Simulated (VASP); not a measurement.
HfC: single point with PBE0

Crystal: HfC.

```xyz
2
Lattice="0.0000 2.3404 2.3404 2.3404 0.0000 2.3404 2.3404 2.3404 0.0000" Properties=species:S:1:pos:R:3 pbc="T T T"
Hf    2.3404    2.3404    2.3404
C     0.0000    0.0000    0.0000
```

| Item | Value |
| --- | --- |
| Program | VASP 6.6.1 |
| Task | single point |
| Functional | PBE0 |
| Potentials or basis | VASP PAW PBE potentials, release 64 (Hf_pv, C) |
| Cutoff | 520 eV |
| k mesh | 6 × 6 × 6 |
| Occupations | fermi-dirac, width 0.05 eV |
| Spin | no spin polarisation |

The pressure is -9.2 GPa and the band gap on the k mesh is zero (bands 7 and 8 overlap by 2.13 eV).

Levels at points of the mesh, in eV from the Fermi level:
| k point | band 4 | band 5 | band 6 | band 7 | band 8 | band 9 | band 10 | band 11 |
| --- | --- | --- | --- | --- | --- | --- | --- | --- |
| (0.00, 0.00, 0.00) | -13.96 | 1.59 | 1.59 | 1.59 | 2.62 | 2.62 | 2.62 | 4.55 |
| (0.50, 0.00, 0.00) | -9.98 | -7.01 | -3.50 | -3.50 | 6.91 | 6.91 | 7.43 | 7.80 |
| (0.50, 0.50, 0.00) | -11.89 | -3.33 | -1.56 | 0.27 | 0.27 | 6.60 | 8.34 | 8.34 |

Wall time 22 min on 1 thread of Intel(R) Xeon(R) Platinum 8375C CPU @ 2.90GHz (Ice Lake), on a shared host, peak memory 0.17 GiB.

Caveat: the k points lie up to 0.39 Å⁻¹ apart, too coarse for converged energies and pressures of a metal; the PAW data sets were made with another functional, which shifts forces and pressure a little; spin-orbit coupling is left out, which moves the levels of the heavy elements.
